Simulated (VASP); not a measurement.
# Zn (P6_3/mmc) in VASP: relaxation of cell and atoms with r2SCAN

Aim: the relaxation of cell and atoms of Zn with r2SCAN.

Everything below comes from runs of VASP 6.6.1. Logs are shortened: lines on timing, memory, paths and dates and some standing lists are left out, and cuts for length are marked.

### 1 The cell of the first run

The structure is hexagonal, space group P6_3/mmc (No. 194). The conventional cell has a = 2.670 Å, b = 2.670 Å, c = 4.966 Å, α = 90.00°, β = 90.00°, γ = 120.00°. Within 3.5 Å of Zn (site symmetry -6m2) lie 12 Zn at 2.67 to 2.92 Å.

### 2 Relaxation of cell and atoms, r2SCAN

Input file POSCAR:

```
Zn
1.0
    2.6700000000      0.0000000000      0.0000000000
   -1.3350000000      2.3122878300      0.0000000000
    0.0000000000      0.0000000000      4.9660000000
Zn
2
Direct
    0.3333333333      0.6666666667      0.2500000000
    0.6666666667      0.3333333333      0.7500000000
```

Input file INCAR.step1:

```
ALGO = Normal
EDIFF = 1E-4
ENCUT = 600
GGA = PE
ISMEAR = -1
LASPH = True
LCHARG = False
LREAL = False
LWAVE = True
NELM = 100
PREC = Accurate
SIGMA = 0.02
```

Input file INCAR.step2:

```
ALGO = Normal
EDIFF = 1E-7
EDIFFG = -0.02
ENCUT = 600
IBRION = 2
ISIF = 3
ISMEAR = -1
ISTART = 1
LASPH = True
LCHARG = False
LMIXTAU = True
LREAL = False
LWAVE = False
METAGGA = R2SCAN
NELM = 100
NSW = 80
PREC = Accurate
SIGMA = 0.02
```

Input file KPOINTS:

```
k-points
0
Gamma
  19 19 9
```

Potentials or basis: VASP PAW PBE potentials, release 64 (Zn).

Launch:

```console
$ cat potpaw_PBE.64/Zn/POTCAR > POTCAR
$ cp INCAR.step1 INCAR
$ mpirun -np 1 vasp_std > vasp.out
$ cp INCAR.step2 INCAR
$ mpirun -np 1 vasp_std > vasp.out
```

OUTCAR:

```text
EDIFF = 1E-7
   EDIFFG = -0.02
   ENCUT = 600
   IBRION = 2
   ISIF = 3
   ISMEAR = -1
   ISTART = 1
   LASPH = True
   LREAL = False
   METAGGA = R2SCAN
   NELM = 100
   NSW = 80
   PREC = Accurate

 ion  position               nearest neighbor table
   1  0.333  0.667  0.250-   2 2.92   2 2.92   2 2.92   2 2.92   2 2.92   2 2.92
   2  0.667  0.333  0.750-   1 2.92   1 2.92   1 2.92   1 2.92   1 2.92   1 2.92

  LATTYP: Found a hexagonal cell.
 ALAT       =     2.6700000000
 C/A-ratio  =     1.8599250936

  Lattice vectors:

 A1 = (   2.6700000000,   0.0000000000,   0.0000000000)
 A2 = (  -1.3350000000,   2.3122878300,   0.0000000000)
 A3 = (   0.0000000000,   0.0000000000,   4.9660000000)

Analysis of symmetry for initial positions (statically):
=====================================================================
 Subroutine PRICEL returns:
 Original cell was already a primitive cell.

 Routine SETGRP: Setting up the symmetry group for a
 hexagonal supercell.

 Subroutine GETGRP returns: Found 24 space group operations
 (whereof 12 operations were pure point group operations)
 out of a pool of 24 trial point group operations.

The static configuration has the point symmetry D_3d.
 The point group associated with its full space group is D_6h.

Analysis of symmetry for dynamics (positions and initial velocities):
=====================================================================
 Subroutine PRICEL returns:
 Original cell was already a primitive cell.

 Routine SETGRP: Setting up the symmetry group for a
 hexagonal supercell.

 Subroutine GETGRP returns: Found 24 space group operations
 (whereof 12 operations were pure point group operations)
 out of a pool of 24 trial point group operations.

The dynamic configuration has the point symmetry D_3d.
 The point group associated with its full space group is D_6h.

 Subroutine INISYM returns: Found 24 space group operations
 (whereof 12 operations are pure point group operations),
 and found     1 'primitive' translations

----------------------------------------------------------------------------------------

                                     Primitive cell

  volume of cell :      30.6591

  direct lattice vectors                    reciprocal lattice vectors
     2.670000000  0.000000000  0.000000000     0.374531835  0.216236056  0.000000000
    -1.335000000  2.312287830  0.000000000     0.000000000  0.432472111  0.000000000
     0.000000000  0.000000000  4.966000000     0.000000000  0.000000000  0.201369311

  length of vectors
     2.670000000  2.670000002  4.966000000     0.432472112  0.432472111  0.201369311

  position of ions in fractional coordinates (direct lattice)
     0.333333333  0.666666667  0.250000000
     0.666666667  0.333333333  0.750000000

  ion indices of the primitive-cell ions
   primitive index   ion index
                 1           1
                 2           2

----------------------------------------------------------------------------------------

 KPOINTS: k-points

Automatic generation of k-mesh.
 Grid dimensions read from file:
 generate k-points for:   19   19    9

 Generating k-lattice:

  Cartesian coordinates                     Fractional coordinates (reciprocal lattice)
     0.019712202  0.011380845  0.000000000     0.052631579  0.000000000  0.000000000
     0.000000000  0.022761690  0.000000000     0.000000000  0.052631579  0.000000000
     0.000000000  0.000000000  0.022374368     0.000000000  0.000000000  0.111111111

  Length of vectors
     0.022761690  0.022761690  0.022374368

  Shift w.r.t. Gamma in fractional coordinates (k-lattice)
     0.000000000  0.000000000  0.000000000

 Subroutine IBZKPT returns following result:
 ===========================================

 Found    200 irreducible k-points:

 Following reciprocal coordinates:
            Coordinates               Weight
  0.000000  0.000000  0.000000      1.000000
  0.052632  0.000000  0.000000      6.000000
  0.105263  0.000000  0.000000      6.000000
  0.157895  0.000000  0.000000      6.000000
  0.210526  0.000000  0.000000      6.000000
  0.263158  0.000000  0.000000      6.000000
[... 16 lines left out ...]
  0.263158  0.105263  0.000000     12.000000
  0.315789  0.105263  0.000000     12.000000
 [... further k-points ...]
   k-points           NKPTS =    200   k-points in BZ     NKDIM =    200   number of bands    NBANDS=     16
   number of dos      NEDOS =    301   number of ions     NIONS =      2
   total plane-waves  NPLWV =  23040
   dimension x,y,z NGX =    24 NGY =   24 NGZ =   40
   dimension x,y,z NGXF=    48 NGYF=   48 NGZF=   80
   ions per type =               2
   NGX,Y,Z   is equivalent  to a cutoff of  14.94, 14.94, 13.39 a.u.
   NGXF,Y,Z  is equivalent  to a cutoff of  29.89, 29.89, 26.78 a.u.
 SYSTEM =  unknown system
   PREC   = accura    normal or accurate (medium, high low for compatibility)
   ISTART =      1    job   : 0-new  1-cont  2-samecut
   ICHARG =      0    charge: 1-file 2-atom 10-const
   ISPIN  =      1    spin polarized calculation?
   LNONCOLLINEAR =      F non collinear calculations
   LSORBIT =      F    spin-orbit coupling
   LASPH  =      T    aspherical Exc in radial PAW
   ENCUT  =  600.0 eV  44.10 Ry    6.64 a.u.   5.33  5.33  9.92*2*pi/ulx,y,z
   NELM   =    100;   NELMIN=  2; NELMDL=  0     # of ELM steps
   EDIFF  = 0.1E-06   stopping-criterion for ELM
   LREAL  =      F    real-space projection
   EDIFFG = -.2E-01   stopping-criterion for IOM
   NSW    =     80    number of steps for IOM
   IBRION =      2    ionic relax: 0-MD 1-quasi-New 2-CG
   NFREE  =      1    steps in history (QN), initial steepest desc. (CG)
   ISIF   =      3    stress and relaxation
   ISYM   =      2    0-nonsym 1-usesym 2-fastsym
   POTIM  = 0.5000    time-step for ionic-motion
   TEBEG  =    0.0;   TEEND  =   0.0 temperature during run
   PSTRESS=    0.0 pullay stress
   NELECT =      24.0000    total number of electrons
   NUPDOWN=      -1.0000    fix difference up-down
   EMIN   =  10.00;   EMAX   =-10.00  energy-range for DOS
   EFERMI =   0.00;   METHOD = LEGACY
   ISMEAR =    -1;   SIGMA  =   0.02  broadening in eV -4-tet -1-fermi 0-gaus
   EFERMI_NEDOS =   21; number of points for ismear=-14 and -15
   IALGO  =     38    algorithm
   IMIX   =      4    mixing-type and parameters
     AMIX     =   0.40;   BMIX     =  1.00
     AMIX_MAG =   1.60;   BMIX_MAG =  1.00
  volume/ion in A,a.u.               =      15.33       103.45
  Fermi-wavevector in a.u.,A,eV,Ry     =   1.508778  2.851177 30.972445  2.276410
  Thomas-Fermi vector in A             =   2.619187
   LORBIT       =      0    0 simple, 1 ext, 2 COOP (PROOUT), +10 PAW based schemes
   METAGGA = R2SCAN    functional components
   LHFCALC =     F    Hartree Fock is set to
   AEXX    =    0.0000 exact exchange contribution
   IVDW    =     0    specifies the selected vdW correction
   LEPSILON=     F    determine dielectric tensor
   LRPA    =     F    only Hartree local field effects (RPA)
 conjugate gradient relaxation of ions
 non-spin polarized calculation
  energy-cutoff  :      600.00
  volume of cell :       30.66
 maximum number of plane-waves:      1064
 NGX is ok and might be reduce to    24
   NGX = 11   NGY = 11   NGZ = 19

--------------------------------------- Ionic step        1  -------------------------------------------

 number of electron      24.0000003 magnetization

 Free energy of the ion-electron system (eV)
  ---------------------------------------------------
  ext. energy  EPLUGINS =         0.00000000
  ---------------------------------------------------
  free energy    TOTEN  =       -17.77212349 eV

  energy without entropy =      -17.77121644  energy(sigma->0) =      -17.77166997

------------------------ aborting loop because EDIFF is reached ----------------------------------------

  FORCE on cell =-STRESS in cart. coord.  units (eV):
  Direction    XX          YY          ZZ          XY          YZ          ZX
  --------------------------------------------------------------------------------------
  -------------------------------------------------------------------------------------
  Total       -0.9939044     -0.9939044     -0.6264610     -0.0000000      0.0000000      0.0000000
  in kB      -51.9392063    -51.9392064    -32.7374448     -0.0000000      0.0000000      0.0000000
  external PRESSURE =     -45.5386192 kB  Pullay stress =       0.0000000 kB
[... 89 lines left out ...]
  FREE ENERGIE OF THE ION-ELECTRON SYSTEM (eV)
  ---------------------------------------------------
  free  energy   TOTEN  =       -17.8002010479 eV

  energy  without entropy=      -17.7992265396  energy(sigma->0) =      -17.79971379

[... ionic steps 4 to 9 ...]

--------------------------------------- Ionic step       10  -------------------------------------------

 number of electron      23.9999999 magnetization

------------------------ aborting loop because EDIFF is reached ----------------------------------------

  FORCE on cell =-STRESS in cart. coord.  units (eV):
  Direction    XX          YY          ZZ          XY          YZ          ZX
  --------------------------------------------------------------------------------------
  -------------------------------------------------------------------------------------
  Total        0.0629626      0.0629626      0.0273975      0.0000000     -0.0000000     -0.0000000
  in kB        3.5350811      3.5350811      1.5382508      0.0000000     -0.0000000     -0.0000000
  external PRESSURE =       2.8694710 kB  Pullay stress =       0.0000000 kB
[... 57 lines left out ...]
  energy  without entropy=      -17.8029064756  energy(sigma->0) =      -17.80328385

--------------------------------------- Ionic step       12  -------------------------------------------

 number of electron      23.9999999 magnetization

 Free energy of the ion-electron system (eV)
  ---------------------------------------------------
  ext. energy  EPLUGINS =         0.00000000
  ---------------------------------------------------
  free energy    TOTEN  =       -17.80399556 eV

  energy without entropy =      -17.80315058  energy(sigma->0) =      -17.80357307

 E-fermi :   3.5377     XC(G=0): -13.0266

 val. band max:        3.4747471224   @ k =   0.3158   0.3158   0.4444
 cond. band min:       3.5421740611   @ k =   0.2105   0.1579   0.0000
 fundamental gap:      0.0674269387
 Fermi energy:         3.5377015191

 k-point     1 :       0.0000    0.0000    0.0000
  band No.  band energies     occupation
      1      -7.9533      2.00000
      2      -5.7775      2.00000
      3      -4.9451      2.00000
      4      -4.7126      2.00000
      5      -4.7124      2.00000
      6      -4.6472      2.00000
[... 8 lines left out ...]
     15      22.1940      0.00000
     16      22.1941      0.00000
[... 420 lines left out ...]
  band No.  band energies     occupation
      1      -5.3959      2.00000
      2      -5.3226      2.00000
      3      -5.1766      2.00000
      4      -4.6909      2.00000
      5      -4.6511      2.00000
      6      -4.5457      2.00000
[... 8 lines left out ...]
     15      11.9265      0.00000
     16      12.4885      0.00000

 [... further k-points ...]

------------------------ aborting loop because EDIFF is reached ----------------------------------------

  FORCE on cell =-STRESS in cart. coord.  units (eV):
  Direction    XX          YY          ZZ          XY          YZ          ZX
  --------------------------------------------------------------------------------------
  -------------------------------------------------------------------------------------
  Total        0.0307300      0.0307300      0.0136301      0.0000000      0.0000000      0.0000000
  in kB        1.7230292      1.7230292      0.7642377      0.0000000      0.0000000      0.0000000
  external PRESSURE =       1.4034320 kB  Pullay stress =       0.0000000 kB
[... 17 lines left out ...]
  FREE ENERGIE OF THE ION-ELECTRON SYSTEM (eV)
  ---------------------------------------------------
  free  energy   TOTEN  =       -17.8039955623 eV

  energy  without entropy=      -17.8031505761  energy(sigma->0) =      -17.80357307

 reached required accuracy - stopping structural energy minimisation
```

Wall time 26 min (1 thread of Intel Xeon 6975P-C (Granite Rapids), shared host); peak memory 0.26 GiB.

Results:

```yaml
Free_energy: -17.8040 eV
Relaxed_volume: 14.29 Å³/atom
Relaxed_cell: a = 2.631 Å, b = 2.631 Å, c = 4.766 Å, α = 90.00°, β = 90.00°, γ = 120.00°
Space_group_after_relaxing_to_0.1_Å: P6_3/mmc (No. 194)
Energy_gained_by_relaxing: 15.9 meV/atom
Ionic_steps: 12
Pressure_after_relaxing: 0.1 GPa
Band_gap_on_the_k_mesh: zero (bands 12 and 13 overlap by 4.53 eV)
```

Step by step:
| step | energy change (eV) | largest force (eV/Å) | pressure (GPa) | volume (Å³) |
| --- | --- | --- | --- | --- |
| 1 | 0.0000 | 0.0000 | -4.55 | 30.66 |
| 2 | -0.0278 | 0.0000 | 0.60 | 28.77 |
| 3 | -0.0281 | 0.0000 | -0.03 | 28.95 |
| 4 | -0.0280 | 0.0000 | -0.14 | 28.99 |
| 5 | -0.0288 | 0.0000 | -0.11 | 28.92 |
| 6 | -0.0311 | 0.0000 | 0.01 | 28.71 |
| 7 | -0.0296 | 0.0000 | 0.80 | 28.28 |
| 8 | -0.0318 | 0.0000 | 0.20 | 28.59 |
| 9 | -0.0318 | 0.0000 | 0.26 | 28.55 |
| 10 | -0.0318 | 0.0000 | 0.29 | 28.54 |
| 11 | -0.0315 | 0.0000 | -0.40 | 28.72 |
| 12 | -0.0319 | 0.0000 | 0.14 | 28.57 |

Final structure:
```yaml
crystal:
  lattice:
    - [2.63108, 0.00000, 0.00000]
    - [-1.31554, 2.27858, 0.00000]
    - [0.00000, 0.00000, 4.76631]
  atoms:
    - { symbol: Zn, position: [0.33333, 0.66667, 0.25000] }
    - { symbol: Zn, position: [0.66667, 0.33333, 0.75000] }
```

Levels at points of the mesh, in eV from the Fermi level:
```tsv
k point	band 9	band 10	band 11	band 12	band 13	band 14	band 15	band 16
(0.00, 0.00, 0.00)	-7.86	-7.59	-7.59	-4.12	-2.86	15.80	18.66	18.66
```

Caveat: the PAW data sets were made with another functional, which shifts forces and pressure a little.
